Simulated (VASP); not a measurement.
# HfN (Fm-3m) in VASP: relaxation of cell and atoms with PBEsol

Aim: the relaxation of cell and atoms of HfN with PBEsol.

All numbers are computed with VASP 6.6.1; they aren't measurements. Logs are shortened: lines on timing, memory, paths and dates and some standing lists are left out, and cuts for length are marked.

**1. The cell of the first run**

Symmetry: Fm-3m, No. 225, cubic system. The conventional cell has a = 4.512 Å, b = 4.512 Å, c = 4.512 Å, α = 90.00°, β = 90.00°, γ = 90.00°. Within 3.0 Å of Hf (site symmetry m-3m) lie 6 N at 2.26 Å. N (site symmetry m-3m) has 6 Hf at 2.26 Å within 3.0 Å.

**2. Relaxation of cell and atoms, PBEsol**

The input, INCAR:

```
ALGO     = Normal         # electronic algorithm
EDIFF    = 1E-7           # SCF threshold, eV
EDIFFG   = -0.005         # ionic threshold
ENCUT    = 600            # plane-wave cutoff, eV
GGA      = PS             # functional
IBRION   = 2              # ionic algorithm
ISIF     = 3              # what is computed and relaxed
ISMEAR   = 0              # smearing method
LASPH    = T              # aspherical terms in the spheres
LCHARG   = F              # write CHGCAR
LREAL    = F              # projectors in reciprocal space
LWAVE    = F              # write WAVECAR
NELM     = 100            # most SCF steps
NSW      = 100            # ionic steps
PREC     = Accurate       # precision mode
SIGMA    = 0.1            # smearing width, eV
```

The input, KPOINTS:

```
k-points
0
Gamma
  12 12 6
```

The input, POSCAR:

```
HfN
1.0
    3.1904660000      0.0000000000      0.0000000000
   -1.5952330000      2.7630240000      0.0000000000
    0.0000000000      0.0000000000      7.8150130000
Hf N
3 3
Direct
    0.0000000000      0.0000000000      0.0000000000
    0.3333333300      0.6666666700      0.3333333300
    0.6666666700      0.3333333300      0.6666666700
    0.6666666700      0.3333333300      0.1666666700
    0.0000000000      0.0000000000      0.5000000000
    0.3333333300      0.6666666700      0.8333333300
```

Potentials or basis: VASP PAW PBE potentials, release 64 (Hf_pv, N).

Command:

```sh
cat potpaw_PBE.64/Hf_pv/POTCAR potpaw_PBE.64/N/POTCAR > POTCAR
mpirun -np 1 vasp_std > vasp.out
```

OUTCAR:

```text
EDIFF = 1E-7
   EDIFFG = -0.005
   ENCUT = 600
   GGA = PS
   IBRION = 2
   ISIF = 3
   ISMEAR = 0
   LASPH = T
   LREAL = F
   NELM = 100
   NSW = 100
   PREC = Accurate

 ion  position               nearest neighbor table
   1  0.000  0.000  0.000-   6 2.26   4 2.26   6 2.26   4 2.26   4 2.26   6 2.26   2 3.19   3 3.19
                             3 3.19   2 3.19   2 3.19   3 3.19
   2  0.333  0.667  0.333-   4 2.26   5 2.26   4 2.26   5 2.26   4 2.26   5 2.26   1 3.19   3 3.19
                             1 3.19   1 3.19   3 3.19   3 3.19
   3  0.667  0.333  0.667-   6 2.26   5 2.26   6 2.26   5 2.26   6 2.26   5 2.26   1 3.19   2 3.19
                             1 3.19   1 3.19   2 3.19   2 3.19
   4  0.667  0.333  0.167-   2 2.26   1 2.26   2 2.26   1 2.26   2 2.26   1 2.26
   5  0.000  0.000  0.500-   2 2.26   3 2.26   3 2.26   2 2.26   3 2.26   2 2.26
   6  0.333  0.667  0.833-   3 2.26   1 2.26   3 2.26   1 2.26   3 2.26   1 2.26

  LATTYP: Found a hexagonal cell.
 ALAT       =     3.1904660000
 C/A-ratio  =     2.4494895103

  Lattice vectors:

 A1 = (   3.1904660000,   0.0000000000,   0.0000000000)
 A2 = (  -1.5952330000,   2.7630240000,   0.0000000000)
 A3 = (   0.0000000000,   0.0000000000,   7.8150130000)

Analysis of symmetry for initial positions (statically):
=====================================================================
 Subroutine PRICEL returns following result:

  LATTYP: Found a face centered cubic cell.
 ALAT       =     4.5119998744

  Lattice vectors:

 A1 = (   1.5952329840,  -0.9210079908,   2.6050043073)
 A2 = (  -0.0000000160,   1.8420160092,   2.6050043073)
 A3 = (  -1.5952329681,  -0.9210080184,   2.6050043854)

   3 primitive cells build up your supercell.

 Routine SETGRP: Setting up the symmetry group for a
 hexagonal supercell.

 Subroutine GETGRP returns: Found 12 space group operations
 (whereof 12 operations were pure point group operations)
 out of a pool of 24 trial point group operations.

The static configuration has the point symmetry D_3d.

Analysis of symmetry for dynamics (positions and initial velocities):
=====================================================================
 Subroutine PRICEL returns following result:

  LATTYP: Found a face centered cubic cell.
 ALAT       =     4.5119998744

  Lattice vectors:

 A1 = (   1.5952329840,  -0.9210079908,   2.6050043073)
 A2 = (  -0.0000000160,   1.8420160092,   2.6050043073)
 A3 = (  -1.5952329681,  -0.9210080184,   2.6050043854)

   3 primitive cells build up your supercell.

 Routine SETGRP: Setting up the symmetry group for a
 hexagonal supercell.

 Subroutine GETGRP returns: Found 12 space group operations
 (whereof 12 operations were pure point group operations)
 out of a pool of 24 trial point group operations.

The dynamic configuration has the point symmetry D_3d.

 Subroutine INISYM returns: Found 12 space group operations
 (whereof 12 operations are pure point group operations),
 and found     3 'primitive' translations

----------------------------------------------------------------------------------------

                                     Primitive cell

  volume of cell :      22.9640

  direct lattice vectors                    reciprocal lattice vectors
     1.595232984 -0.921007991  2.605004307     0.313433846 -0.180961144  0.127958840
    -0.000000016  1.842016009  2.605004307     0.000000000  0.361922300  0.127958840
    -1.595232968 -0.921008018  2.605004385    -0.313433837 -0.180961150  0.127958840

  length of vectors
     3.190465708  3.190465549  3.190465772     0.383876512  0.383876563  0.383876507

  position of ions in fractional coordinates (direct lattice)
     0.000000000  0.000000000  0.000000000
     0.500000030  0.500000000  0.500000000

  ion indices of the primitive-cell ions
   primitive index   ion index
                 1           1
                 2           4

----------------------------------------------------------------------------------------

 KPOINTS: k-points

Automatic generation of k-mesh.
 Grid dimensions read from file:
 generate k-points for:   12   12    6

 Generating k-lattice:

  Cartesian coordinates                     Fractional coordinates (reciprocal lattice)
     0.026119486  0.015080096  0.000000000     0.083333333  0.000000000  0.000000000
     0.000000000  0.030160192  0.000000000     0.000000000  0.083333333  0.000000000
     0.000000000  0.000000000  0.021326473     0.000000000  0.000000000  0.166666667

  Length of vectors
     0.030160187  0.030160192  0.021326473

  Shift w.r.t. Gamma in fractional coordinates (k-lattice)
     0.000000000  0.000000000  0.000000000

 Subroutine IBZKPT returns following result:
 ===========================================

 Found    100 irreducible k-points:

 Following reciprocal coordinates:
            Coordinates               Weight
  0.000000  0.000000  0.000000      1.000000
  0.083333 -0.000000  0.000000      6.000000
  0.166667 -0.000000  0.000000      6.000000
  0.250000 -0.000000  0.000000      6.000000
  0.333333  0.000000  0.000000      6.000000
  0.416667  0.000000  0.000000      6.000000
[... 16 lines left out ...]
  0.166667 -0.000000  0.166667      6.000000
  0.000000  0.166667  0.166667      6.000000
 [... further k-points ...]
   k-points           NKPTS =    100   k-points in BZ     NKDIM =    100   number of bands    NBANDS=     27
   number of dos      NEDOS =    301   number of ions     NIONS =      6
   total plane-waves  NPLWV =  50176
   dimension x,y,z NGX =    28 NGY =   28 NGZ =   64
   dimension x,y,z NGXF=    56 NGYF=   56 NGZF=  128
   ions per type =               3   3
   NGX,Y,Z   is equivalent  to a cutoff of  14.59, 14.59, 13.61 a.u.
   NGXF,Y,Z  is equivalent  to a cutoff of  29.18, 29.18, 27.23 a.u.
 SYSTEM =  unknown system
   PREC   = accura    normal or accurate (medium, high low for compatibility)
   ISTART =      0    job   : 0-new  1-cont  2-samecut
   ICHARG =      2    charge: 1-file 2-atom 10-const
   ISPIN  =      1    spin polarized calculation?
   LNONCOLLINEAR =      F non collinear calculations
   LSORBIT =      F    spin-orbit coupling
   LASPH  =      T    aspherical Exc in radial PAW
   ENCUT  =  600.0 eV  44.10 Ry    6.64 a.u.   6.37  6.37 15.61*2*pi/ulx,y,z
   NELM   =    100;   NELMIN=  2; NELMDL= -5     # of ELM steps
   EDIFF  = 0.1E-06   stopping-criterion for ELM
   LREAL  =      F    real-space projection
   EDIFFG = -.5E-02   stopping-criterion for IOM
   NSW    =    100    number of steps for IOM
   IBRION =      2    ionic relax: 0-MD 1-quasi-New 2-CG
   NFREE  =      1    steps in history (QN), initial steepest desc. (CG)
   ISIF   =      3    stress and relaxation
   ISYM   =      2    0-nonsym 1-usesym 2-fastsym
   POTIM  = 0.5000    time-step for ionic-motion
   TEBEG  =    0.0;   TEEND  =   0.0 temperature during run
   PSTRESS=    0.0 pullay stress
   NELECT =      45.0000    total number of electrons
   NUPDOWN=      -1.0000    fix difference up-down
   EMIN   =  10.00;   EMAX   =-10.00  energy-range for DOS
   EFERMI =   0.00;   METHOD = LEGACY
   ISMEAR =     0;   SIGMA  =   0.10  broadening in eV -4-tet -1-fermi 0-gaus
   EFERMI_NEDOS =   21; number of points for ismear=-14 and -15
   IALGO  =     38    algorithm
   IMIX   =      4    mixing-type and parameters
     AMIX     =   0.40;   BMIX     =  1.00
     AMIX_MAG =   1.60;   BMIX_MAG =  1.00
  volume/ion in A,a.u.               =      11.48        77.48
  Fermi-wavevector in a.u.,A,eV,Ry     =   1.420440  2.684242 27.451785  2.017649
  Thomas-Fermi vector in A             =   2.541355
   LORBIT       =      0    0 simple, 1 ext, 2 COOP (PROOUT), +10 PAW based schemes
   GGA     = PS    functional components
   LHFCALC =     F    Hartree Fock is set to
   AEXX    =    0.0000 exact exchange contribution
   IVDW    =     0    specifies the selected vdW correction
   LEPSILON=     F    determine dielectric tensor
   LRPA    =     F    only Hartree local field effects (RPA)
 conjugate gradient relaxation of ions
 non-spin polarized calculation
 Gauss-broadening in eV      SIGMA  =   0.10
  energy-cutoff  :      600.00
  volume of cell :       68.89
 maximum number of plane-waves:      2324
 NGX is ok and might be reduce to    28
   NGX = 13   NGY = 13   NGZ = 31

--------------------------------------- Ionic step        1  -------------------------------------------

 number of electron      45.0000001 magnetization

 Free energy of the ion-electron system (eV)
  ---------------------------------------------------
  ext. energy  EPLUGINS =         0.00000000
  ---------------------------------------------------
  free energy    TOTEN  =       -68.98256343 eV

  energy without entropy =      -68.97279466  energy(sigma->0) =      -68.97767904

------------------------ aborting loop because EDIFF is reached ----------------------------------------

  FORCE on cell =-STRESS in cart. coord.  units (eV):
  Direction    XX          YY          ZZ          XY          YZ          ZX
  --------------------------------------------------------------------------------------
  -------------------------------------------------------------------------------------
  Total       -1.8137961     -1.8137953     -1.8306216      0.0000000      0.0000000      0.0000000
  in kB      -42.1823295    -42.1823110    -42.5736297      0.0000000      0.0000000      0.0000000
  external PRESSURE =     -42.3127567 kB  Pullay stress =       0.0000000 kB
[... 65 lines left out ...]
  energy  without entropy=      -68.9329325690  energy(sigma->0) =      -68.93756330

--------------------------------------- Ionic step        3  -------------------------------------------

 number of electron      45.0000000 magnetization

 Free energy of the ion-electron system (eV)
  ---------------------------------------------------
  ext. energy  EPLUGINS =         0.00000000
  ---------------------------------------------------
  free energy    TOTEN  =       -68.99628796 eV

  energy without entropy =      -68.98669406  energy(sigma->0) =      -68.99149101

 E-fermi :   8.3451     XC(G=0): -12.9927

 val. band max:        8.3268775260   @ k =   0.1667   0.1667   0.1667
 cond. band min:       8.3703080266   @ k =  -0.0833   0.2500   0.1667
 fundamental gap:      0.0434305006
 Fermi energy:         8.3450691935

 k-point     1 :       0.0000    0.0000    0.0000
  band No.  band energies     occupation
      1     -23.4184      2.00000
      2     -23.4184      2.00000
      3     -22.6878      2.00000
      4     -22.6878      2.00000
      5     -22.6878      2.00000
      6     -22.6878      2.00000
[... 709 lines left out ...]
     26      10.1691      0.00000
     27      10.9577      0.00000

 [... further k-points ...]

------------------------ aborting loop because EDIFF is reached ----------------------------------------

  FORCE on cell =-STRESS in cart. coord.  units (eV):
  Direction    XX          YY          ZZ          XY          YZ          ZX
  --------------------------------------------------------------------------------------
  -------------------------------------------------------------------------------------
  Total       -0.0134194     -0.0134194     -0.0234045      0.0000000     -0.0000000      0.0000000
  in kB       -0.3167524     -0.3167523     -0.5524418      0.0000000     -0.0000000      0.0000000
  external PRESSURE =      -0.3953155 kB  Pullay stress =       0.0000000 kB
[... 21 lines left out ...]
  FREE ENERGIE OF THE ION-ELECTRON SYSTEM (eV)
  ---------------------------------------------------
  free  energy   TOTEN  =       -68.9962879576 eV

  energy  without entropy=      -68.9866940598  energy(sigma->0) =      -68.99149101

 reached required accuracy - stopping structural energy minimisation
```

Run time: 22 min. Hardware: 1 thread of Intel Xeon 8259CL, shared host; peak memory 0.36 GiB.

Results:

* Free energy: -68.9963 eV
* Relaxed volume: 11.31 Å³/atom
* Relaxed cell: a = 3.175 Å, b = 3.175 Å, c = 7.776 Å, α = 90.00°, β = 90.00°, γ = 120.00°
* Space group after relaxing (to 0.1 Å): Fm-3m (No. 225)
* Energy gained by relaxing: 2.3 meV/atom
* Ionic steps: 3
* Pressure after relaxing: 0.0 GPa
* Band gap on the k mesh: zero (an odd number of electrons rules out a gap without spin polarisation)

Step by step:
| step | energy change (eV) | largest force (eV/Å) | pressure (GPa) | volume (Å³) |
| --- | --- | --- | --- | --- |
| 1 | 0.0000 | 0.0000 | -4.23 | 68.89 |
| 2 | 0.0404 | 0.0000 | 9.10 | 65.91 |
| 3 | -0.0137 | 0.0000 | -0.04 | 67.88 |

Final structure:
```
CELL_PARAMETERS angstrom
3.17477 0.00000 0.00000
-1.58739 2.74943 0.00000
0.00000 0.00000 7.77621
ATOMIC_POSITIONS crystal
Hf 0.00000 0.00000 0.00000
Hf 0.33333 0.66667 0.33333
Hf 0.66667 0.33333 0.66667
N 0.66667 0.33333 0.16667
N 0.00000 0.00000 0.50000
N 0.33333 0.66667 0.83333
```

Levels at points of the mesh, in eV from the Fermi level:
```csv
k point,band 21,band 22,band 23,band 24,band 25,band 26
"(0.00, 0.00, 0.00)",-2.98,-0.36,-0.36,-0.36,1.39,1.39
"(0.50, 0.00, 0.00)",-3.64,-3.64,0.89,0.89,3.75,3.75
"(0.00, 0.00, 0.50)",-4.23,0.13,0.13,0.49,0.49,0.49
"(0.50, 0.00, 0.50)",-4.44,-1.95,-1.95,3.40,3.83,3.83
```

Caveat: the PAW data sets were made with another functional, which shifts forces and pressure a little; spin-orbit coupling is left out, which moves the levels of the heavy elements; an odd number of electrons without spin polarisation forces a metal; a magnetic or distorted state may lie lower.

The gap in the log of VASP goes by the Fermi energy; the results here count the filled bands.